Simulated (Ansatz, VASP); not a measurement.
**LiBi2 in VASP and in Ansatz**

```xyz
6
Lattice="3.5110 0.0000 0.0000 -1.7555 3.0406 0.0000 0.0000 0.0000 14.9910" Properties=species:S:1:pos:R:3 pbc="T T T"
Li    0.0000    0.0000    0.0000
Li    0.0000    2.0271    7.4955
Bi    0.0000    2.0271    2.2432
Bi    1.7555    1.0135    5.2059
Bi    1.7555    1.0135    9.7851
Bi    0.0000    2.0271   12.7478
```

Alike in both runs: functional PBE; k mesh 6 × 6 × 1; occupations gaussian, width 0.1 eV; no spin polarisation.

Ansatz relaxed the structure, and its values are those at the end. VASP's run is a single point on that final structure, the one shown.

|  | VASP | Ansatz |
| --- | --- | --- |
| version | VASP 6.6.1 | Ansatz 0.2.0 |
| potentials or method | VASP PAW PBE potentials, release 64 (Li_sv, Bi_d), cutoff 520 eV | scalar-relativistic, plane waves, PAW |
| valence electrons in the cell | 66 | 66 |

|  | VASP | Ansatz | Ansatz less VASP |
| --- | --- | --- | --- |
| gap on the k mesh at the Fermi level (eV) | none | none | - |
| rms of the force components (eV/Å) | 0.003 | 0.003 | -0.0001 |

A gap of «none» marks a metal or a gap that the smearing closes. The functional is the same, so the differences come from potentials, cutoffs and numerics.

The k mesh is coarse, so the values compare programs but aren't converged. Neither program's run includes spin-orbit coupling. Noted on VASP's run: the cutoff is short for stress, so the pressure is rough.
